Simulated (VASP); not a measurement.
# ScClO (P4/nmm) in VASP: further runs

ScClO is run at these levels: LDA; tasks: single point, relaxation of cell and atoms.

Program: VASP 6.6.1. These are calculated values, not measurements. Logs are shortened: lines on timing, memory, paths and dates and some standing lists are left out, and cuts for length are marked.

## 1. The cell of the first run

The structure is tetragonal, space group P4/nmm (No. 129). Conventional cell: a = 3.487 Å, b = 3.487 Å, c = 7.415 Å, α = 90.00°, β = 90.00°, γ = 90.00°. Sc (site symmetry 4mm) has 4 O at 2.04 Å within 2.7 Å. Cl (site symmetry 4mm) has 6 Sc at 2.85 to 3.88 Å and 4 O at 3.03 Å and 8 Cl at 3.48 to 3.49 Å within 3.9 Å. O (site symmetry -4m2) has 4 Sc at 2.04 Å and 4 O at 2.47 Å within 2.7 Å.

## 2. Single point, LDA

Contents of INCAR:

```
SYSTEM = ScClO
ALGO = Normal
EDIFF = 1E-6
ENCUT = 520
ISIF = 2
ISMEAR = -1
LASPH = .TRUE.
LCHARG = .FALSE.
LREAL = .FALSE.
LWAVE = .FALSE.
NBANDS = 33
NELM = 80
PREC = Accurate
SIGMA = 0.02
```

Contents of KPOINTS:

```
k-points
0
G
  6 6 3
  0 0 0
```

Contents of POSCAR:

```
ScClO
1.0
    3.4865393659      0.0000000000      0.0000000000
    0.0000000000      3.4865393659      0.0000000000
    0.0000000000      0.0000000000      7.4147210685
Sc Cl O
2 2 2
Direct
    0.0000000000      0.5000000000      0.1417974912
    0.5000000000      0.0000000000      0.8582025088
    0.0000000000      0.5000000000      0.6653189432
    0.5000000000      0.0000000000      0.3346810568
    0.5000000000      0.5000000000      0.0000000000
    0.0000000000      0.0000000000      0.0000000000
```

Potentials or basis: VASP PAW LDA potentials, release 64 (Sc_sv, Cl, O).

Started as:

```console
> cat potpaw_LDA.64/Sc_sv/POTCAR potpaw_LDA.64/Cl/POTCAR potpaw_LDA.64/O/POTCAR > POTCAR
> mpirun -np 1 vasp_std > vasp.out
```

OUTCAR:

```text
SYSTEM = ScClO
   EDIFF = 1E-6
   ENCUT = 520
   ISIF = 2
   ISMEAR = -1
   LASPH = .TRUE.
   LREAL = .FALSE.
   NELM = 80
   PREC = Accurate

 ion  position               nearest neighbor table
   1  0.000  0.500  0.142-   5 2.04   6 2.04   6 2.04   5 2.04   4 2.85   4 2.85   4 2.85   4 2.85
                             2 3.24   2 3.24   2 3.24   2 3.24
   2  0.500  0.000  0.858-   5 2.04   6 2.04   5 2.04   6 2.04   3 2.85   3 2.85   3 2.85   3 2.85
                             1 3.24   1 3.24   1 3.24   1 3.24
   3  0.000  0.500  0.665-   2 2.85   2 2.85   2 2.85   2 2.85
   4  0.500  0.000  0.335-   1 2.85   1 2.85   1 2.85   1 2.85
   5  0.500  0.500  0.000-   1 2.04   2 2.04   2 2.04   1 2.04
   6  0.000  0.000  0.000-   1 2.04   2 2.04   1 2.04   2 2.04

  LATTYP: Found a simple tetragonal cell.
 ALAT       =     3.4865393659
 C/A-ratio  =     2.1266706870

  Lattice vectors:

 A1 = (   3.4865393659,   0.0000000000,   0.0000000000)
 A2 = (   0.0000000000,   3.4865393659,   0.0000000000)
 A3 = (   0.0000000000,   0.0000000000,   7.4147210685)

Analysis of symmetry for initial positions (statically):
=====================================================================
 Subroutine PRICEL returns:
 Original cell was already a primitive cell.

 Routine SETGRP: Setting up the symmetry group for a
 simple tetragonal supercell.

 Subroutine GETGRP returns: Found 16 space group operations
 (whereof  8 operations were pure point group operations)
 out of a pool of 16 trial point group operations.

The static configuration has the point symmetry D_2d.
 The point group associated with its full space group is D_4h.

Analysis of symmetry for dynamics (positions and initial velocities):
=====================================================================
 Subroutine PRICEL returns:
 Original cell was already a primitive cell.

 Routine SETGRP: Setting up the symmetry group for a
 simple tetragonal supercell.

 Subroutine GETGRP returns: Found 16 space group operations
 (whereof  8 operations were pure point group operations)
 out of a pool of 16 trial point group operations.

The dynamic configuration has the point symmetry D_2d.
 The point group associated with its full space group is D_4h.

 Subroutine INISYM returns: Found 16 space group operations
 (whereof  8 operations are pure point group operations),
 and found     1 'primitive' translations

----------------------------------------------------------------------------------------

                                     Primitive cell

  volume of cell :      90.1330

  direct lattice vectors                    reciprocal lattice vectors
     3.486539366  0.000000000  0.000000000     0.286817355  0.000000000  0.000000000
     0.000000000  3.486539366  0.000000000     0.000000000  0.286817355  0.000000000
     0.000000000  0.000000000  7.414721068     0.000000000  0.000000000  0.134866840

  length of vectors
     3.486539366  3.486539366  7.414721068     0.286817355  0.286817355  0.134866840

  position of ions in fractional coordinates (direct lattice)
     0.000000000  0.500000000  0.141797491
     0.500000000  0.000000000  0.858202509
     0.000000000  0.500000000  0.665318943
     0.500000000  0.000000000  0.334681057
     0.500000000  0.500000000  0.000000000
     0.000000000  0.000000000  0.000000000

  ion indices of the primitive-cell ions
   primitive index   ion index
                 1           1
                 2           2
                 3           3
                 4           4
                 5           5
                 6           6

----------------------------------------------------------------------------------------

 KPOINTS: k-points

Automatic generation of k-mesh.
 Grid dimensions read from file:
 generate k-points for:    6    6    3

 Generating k-lattice:

  Cartesian coordinates                     Fractional coordinates (reciprocal lattice)
     0.047802893  0.000000000  0.000000000     0.166666667  0.000000000  0.000000000
     0.000000000  0.047802893  0.000000000     0.000000000  0.166666667  0.000000000
     0.000000000  0.000000000  0.044955613     0.000000000  0.000000000  0.333333333

  Length of vectors
     0.047802893  0.047802893  0.044955613

  Shift w.r.t. Gamma in fractional coordinates (k-lattice)
     0.000000000  0.000000000  0.000000000

 Subroutine IBZKPT returns following result:
 ===========================================

 Found     20 irreducible k-points:

 Following reciprocal coordinates:
            Coordinates               Weight
  0.000000  0.000000  0.000000      1.000000
  0.166667  0.000000  0.000000      4.000000
  0.333333  0.000000  0.000000      4.000000
  0.500000  0.000000  0.000000      2.000000
  0.166667  0.166667  0.000000      4.000000
  0.333333  0.166667  0.000000      8.000000
[... 12 lines left out ...]
  0.500000  0.333333  0.333333      8.000000
  0.500000  0.500000  0.333333      2.000000
   k-points           NKPTS =     20   k-points in BZ     NKDIM =     20   number of bands    NBANDS=     33
   number of dos      NEDOS =    301   number of ions     NIONS =      6
   total plane-waves  NPLWV =  43904
   dimension x,y,z NGX =    28 NGY =   28 NGZ =   56
   dimension x,y,z NGXF=    56 NGYF=   56 NGZF=  112
   ions per type =               2   2   2
   NGX,Y,Z   is equivalent  to a cutoff of  13.35, 13.35, 12.56 a.u.
   NGXF,Y,Z  is equivalent  to a cutoff of  26.70, 26.70, 25.11 a.u.
 SYSTEM =  ScClO
   PREC   = accura    normal or accurate (medium, high low for compatibility)
   ISTART =      0    job   : 0-new  1-cont  2-samecut
   ICHARG =      2    charge: 1-file 2-atom 10-const
   ISPIN  =      1    spin polarized calculation?
   LNONCOLLINEAR =      F non collinear calculations
   LSORBIT =      F    spin-orbit coupling
   LASPH  =      T    aspherical Exc in radial PAW
   ENCUT  =  520.0 eV  38.22 Ry    6.18 a.u.   6.48  6.48 13.79*2*pi/ulx,y,z
   NELM   =     80;   NELMIN=  2; NELMDL= -5     # of ELM steps
   EDIFF  = 0.1E-05   stopping-criterion for ELM
   LREAL  =      F    real-space projection
   EDIFFG = 0.1E-04   stopping-criterion for IOM
   NSW    =      0    number of steps for IOM
   IBRION =     -1    ionic relax: 0-MD 1-quasi-New 2-CG
   NFREE  =      0    steps in history (QN), initial steepest desc. (CG)
   ISIF   =      2    stress and relaxation
   ISYM   =      2    0-nonsym 1-usesym 2-fastsym
   POTIM  = 0.5000    time-step for ionic-motion
   TEBEG  =    0.0;   TEEND  =   0.0 temperature during run
   PSTRESS=    0.0 pullay stress
   NELECT =      48.0000    total number of electrons
   NUPDOWN=      -1.0000    fix difference up-down
   EMIN   =  10.00;   EMAX   =-10.00  energy-range for DOS
   EFERMI =   0.00;   METHOD = LEGACY
   ISMEAR =    -1;   SIGMA  =   0.02  broadening in eV -4-tet -1-fermi 0-gaus
   EFERMI_NEDOS =   21; number of points for ismear=-14 and -15
   IALGO  =     38    algorithm
   IMIX   =      4    mixing-type and parameters
     AMIX     =   0.40;   BMIX     =  1.00
     AMIX_MAG =   1.60;   BMIX_MAG =  1.00
  volume/ion in A,a.u.               =      15.02       101.37
  Fermi-wavevector in a.u.,A,eV,Ry     =   1.326968  2.507607 23.957753  1.760845
  Thomas-Fermi vector in A             =   2.456316
   LORBIT       =      0    0 simple, 1 ext, 2 COOP (PROOUT), +10 PAW based schemes
   GGA     = CA    functional components
   LHFCALC =     F    Hartree Fock is set to
   AEXX    =    0.0000 exact exchange contribution
   IVDW    =     0    specifies the selected vdW correction
   LEPSILON=     F    determine dielectric tensor
   LRPA    =     F    only Hartree local field effects (RPA)
 non-spin polarized calculation
  energy-cutoff  :      520.00
  volume of cell :       90.13
 maximum number of plane-waves:      2460
 NGX is ok and might be reduce to    28
   NGX = 13   NGY = 13   NGZ = 27

 number of electron      47.9999989 magnetization

 Free energy of the ion-electron system (eV)
  ---------------------------------------------------
  ext. energy  EPLUGINS =         0.00000000
  ---------------------------------------------------
  free energy    TOTEN  =       -47.26681712 eV

  energy without entropy =      -47.26681712  energy(sigma->0) =      -47.26681712

 E-fermi :   3.2492     XC(G=0): -10.8864

 val. band max:        2.7434333743   @ k =   0.0000   0.0000   0.0000
 cond. band min:       6.6455534302   @ k =   0.3333   0.3333   0.0000
 fundamental gap:      3.9021200559
 Fermi energy:         3.2492438150

 k-point     1 :       0.0000    0.0000    0.0000
  band No.  band energies     occupation
      1     -44.3982      2.00000
      2     -44.3269      2.00000
      3     -23.7643      2.00000
      4     -23.3819      2.00000
      5     -23.3819      2.00000
      6     -23.3212      2.00000
[... 25 lines left out ...]
     32       9.1912      0.00000
     33       9.8764      0.00000

 k-point     2 :       0.1667    0.0000    0.0000
  band No.  band energies     occupation
      1     -44.3898      2.00000
      2     -44.3280      2.00000
      3     -23.7635      2.00000
      4     -23.4805      2.00000
      5     -23.3676      2.00000
      6     -23.3009      2.00000
[... 25 lines left out ...]
     32       9.1853      0.00000
     33       9.6466      0.00000

 k-point     3 :       0.3333    0.0000    0.0000
  band No.  band energies     occupation
      1     -44.3696      2.00000
      2     -44.3339      2.00000
      3     -23.7714      2.00000
      4     -23.6453      2.00000
      5     -23.3314      2.00000
      6     -23.3215      2.00000
[... 25 lines left out ...]
     32       9.1621      0.00000
     33       9.2202      0.00000

 k-point     4 :       0.5000    0.0000    0.0000
  band No.  band energies     occupation
      1     -44.3481      2.00000
      2     -44.3481      2.00000
      3     -23.7540      2.00000
      4     -23.7540      2.00000
      5     -23.3225      2.00000
      6     -23.3225      2.00000
[... 25 lines left out ...]
     32       9.0983      0.00000
     33       9.3012      0.00000

 k-point     5 :       0.1667    0.1667    0.0000
  band No.  band energies     occupation
      1     -44.3821      2.00000
      2     -44.3286      2.00000
      3     -23.7625      2.00000
      4     -23.4894      2.00000
      5     -23.4426      2.00000
      6     -23.2933      2.00000
[... 460 lines left out ...]
 k-point    18 :       0.3333    0.3333    0.3333
  band No.  band energies     occupation
      1     -44.3500      2.00000
      2     -44.3321      2.00000
      3     -23.7795      2.00000
      4     -23.6967      2.00000
      5     -23.4603      2.00000
      6     -23.3949      2.00000
[... 25 lines left out ...]
     32       8.6546      0.00000
     33       9.2044      0.00000

 k-point    19 :       0.5000    0.3333    0.3333
  band No.  band energies     occupation
      1     -44.3375      2.00000
      2     -44.3375      2.00000
      3     -23.7721      2.00000
      4     -23.7721      2.00000
      5     -23.4270      2.00000
      6     -23.4270      2.00000
[... 25 lines left out ...]
     32       8.4750      0.00000
     33       9.5589      0.00000

 k-point    20 :       0.5000    0.5000    0.3333
  band No.  band energies     occupation
      1     -44.3339      2.00000
      2     -44.3339      2.00000
      3     -23.7968      2.00000
      4     -23.7968      2.00000
      5     -23.4301      2.00000
      6     -23.4301      2.00000
[... 25 lines left out ...]
     32       8.1911      0.00000
     33       9.7615      0.00000

------------------------ aborting loop because EDIFF is reached ----------------------------------------

  FORCE on cell =-STRESS in cart. coord.  units (eV):
  Direction    XX          YY          ZZ          XY          YZ          ZX
  --------------------------------------------------------------------------------------
  -------------------------------------------------------------------------------------
  Total        0.5456893      0.5456893      0.3945551      0.0000000      0.0000000      0.0000000
  in kB        9.7000070      9.7000070      7.0134922      0.0000000      0.0000000      0.0000000
  external PRESSURE =       8.8045020 kB  Pullay stress =       0.0000000 kB

 VOLUME and BASIS-vectors are now :
 -----------------------------------------------------------------------------
  energy-cutoff  :      520.00
  volume of cell :       90.13
      direct lattice vectors                 reciprocal lattice vectors
     3.486539366  0.000000000  0.000000000     0.286817355  0.000000000  0.000000000
     0.000000000  3.486539366  0.000000000     0.000000000  0.286817355  0.000000000
     0.000000000  0.000000000  7.414721068     0.000000000  0.000000000  0.134866840

 POSITION                                       TOTAL-FORCE (eV/Angst)
 -----------------------------------------------------------------------------------
      0.00000      1.74327      1.05139        -0.000000      0.000000      0.192775
      1.74327      0.00000      6.36333         0.000000      0.000000     -0.192775
      0.00000      1.74327      4.93315        -0.000000     -0.000000     -0.013974
      1.74327      0.00000      2.48157        -0.000000      0.000000      0.013974
      1.74327      1.74327      0.00000         0.000000      0.000000      0.000000
      0.00000      0.00000      0.00000        -0.000000      0.000000      0.000000
 -----------------------------------------------------------------------------------
    total drift:                                0.000000      0.000000      0.000000

  FREE ENERGIE OF THE ION-ELECTRON SYSTEM (eV)
  ---------------------------------------------------
  free  energy   TOTEN  =       -47.2668171192 eV

  energy  without entropy=      -47.2668171192  energy(sigma->0) =      -47.26681712
```

It took 41 s on 1 thread of AMD EPYC 9R45 (Zen 5), shared host; peak memory 0.16 GiB.

What came out:

| Item | Value |
| --- | --- |
| Free energy | -47.2668 eV |
| Pressure | 0.9 GPa |
| Largest force | 0.193 eV/Å |
| Band gap on the k mesh | 3.90 eV (least direct gap 4.00 eV) |

Forces in eV/Å, atoms in the order of the input:
```
Sc   0.000  0.000  0.193
Sc   0.000  0.000 -0.193
Cl   0.000  0.000 -0.014
Cl   0.000  0.000  0.014
O    0.000  0.000  0.000
O    0.000  0.000  0.000
```

Stress tensor (GPa, compression positive):
```
0.97 0.00 0.00
0.00 0.97 0.00
0.00 0.00 0.70
```

A k mesh can miss the band edges.

## 3. Relaxation of cell and atoms, LDA

This run uses another cell than the first one, of 16.91 Å³/atom.

Contents of INCAR:

```
SYSTEM = ScClO
PREC = Accurate
ENCUT = 600
EDIFF = 1E-7
ISMEAR = -1
SIGMA = 0.02
LREAL = .FALSE.
LASPH = .TRUE.
NELM = 60
ALGO = Normal
ISIF = 3
LWAVE = .FALSE.
LCHARG = .FALSE.
IBRION = 2
NSW = 60
EDIFFG = -0.01
```

Contents of KPOINTS:

```
regular mesh
0
G
  6 6 3
  0 0 0
```

Contents of POSCAR:

```
ScClO
1.0
    3.5713700000      0.0000000000      0.0000000000
    0.0000000000      3.5713700000      0.0000000000
    0.0000000000      0.0000000000      7.9561300000
Sc Cl O
2 2 2
Direct
    0.0000000000      0.5000000000      0.1345630000
    0.5000000000      0.0000000000      0.8654370000
    0.0000000000      0.5000000000      0.6766410000
    0.5000000000      0.0000000000      0.3233590000
    0.5000000000      0.5000000000      0.0000000000
    0.0000000000      0.0000000000      0.0000000000
```

Potentials or basis: VASP PAW LDA potentials, release 64 (Sc_sv, Cl, O).

Started as:

```console
> cat potpaw_LDA.64/Sc_sv/POTCAR potpaw_LDA.64/Cl/POTCAR potpaw_LDA.64/O/POTCAR > POTCAR
> mpirun -np 1 vasp_std > vasp.out
```

Run time: 12 min. Hardware: 1 thread of AMD EPYC 9R45 (Zen 5), shared host; peak memory 0.21 GiB.

It converged, with:

| Item | Value |
| --- | --- |
| Free energy | -47.2886 eV |
| Relaxed volume | 14.99 Å³/atom |
| Relaxed cell | a = 3.495 Å, b = 3.495 Å, c = 7.361 Å, α = 90.00°, β = 90.00°, γ = 90.00° |
| Space group after relaxing (to 0.1 Å) | P4/nmm (No. 129) |
| Energy gained by relaxing | 32.4 meV/atom |
| Ionic steps | 26 |
| Pressure after relaxing | 0.0 GPa |
| Largest force after relaxing | 0.009 eV/Å |
| Band gap on the k mesh | 3.90 eV (least direct gap 3.99 eV) |

Forces in eV/Å, atoms in the order of the input:
```
Sc   0.000  0.000  0.006
Sc   0.000  0.000 -0.006
Cl   0.000  0.000 -0.009
Cl   0.000  0.000  0.009
O    0.000  0.000  0.000
O    0.000  0.000  0.000
```

The path:
```csv
step,energy change (eV),largest force (eV/Å),pressure (GPa),volume (Å³)
1,0.0000,0.6418,-7.33,101.48
2,-0.0029,1.7907,8.09,90.53
3,-0.1547,0.4850,-0.48,95.73
4,-0.1547,0.5104,-0.32,95.62
5,-0.1711,0.1814,-0.09,94.64
6,-0.1729,0.0906,0.03,94.18
7,-0.1744,0.0894,-0.19,94.18
8,-0.1765,0.0932,-0.87,94.16
9,-0.1770,0.0861,-0.83,94.09
10,-0.1784,0.0885,-0.74,93.89
11,-0.1808,0.0921,-0.55,93.50
12,-0.1842,0.0993,-0.16,92.71
13,-0.1851,0.3118,0.71,91.13
14,-0.1857,0.2361,0.39,91.70
15,-0.1871,0.2233,0.35,91.48
16,-0.1902,0.1883,0.25,90.81
17,-0.1923,0.1298,0.12,89.47
18,-0.1923,0.1364,0.14,89.63
19,-0.1934,0.0657,-0.07,89.81
20,-0.1940,0.0394,-0.37,90.08
21,-0.1944,0.0261,-0.09,89.96
22,-0.1945,0.0219,0.00,89.92
23,-0.1945,0.0225,-0.01,89.92
24,-0.1945,0.0228,-0.02,89.92
25,-0.1945,0.0125,0.01,89.92
26,-0.1945,0.0093,0.03,89.92
```

Final structure:
```xyz
6
Lattice="3.4950 0.0000 0.0000 0.0000 3.4950 0.0000 0.0000 0.0000 7.3609" Properties=species:S:1:pos:R:3 pbc="T T T"
Sc    0.0000    1.7475    1.0566
Sc    1.7475    0.0000    6.3044
Cl    0.0000    1.7475    4.8823
Cl    1.7475    0.0000    2.4787
O     1.7475    1.7475    0.0000
O     0.0000    0.0000    0.0000
```

Levels at points of the mesh, in eV from the valence-band top:
```
           k point  band 20  band 21  band 22  band 23  band 24  band 25  band 26  band 27  band 28
(0.00, 0.00, 0.00)    -1.33    -1.33    -0.12    -0.12     0.00     3.99     4.13     4.33     4.66
(0.50, 0.00, 0.00)    -1.64    -1.12    -1.12    -0.82    -0.82     4.37     4.37     4.62     4.62
(0.50, 0.50, 0.00)    -1.33    -1.20    -1.20    -0.72    -0.72     4.15     4.15     5.15     5.15
```

A k mesh can miss the band edges.
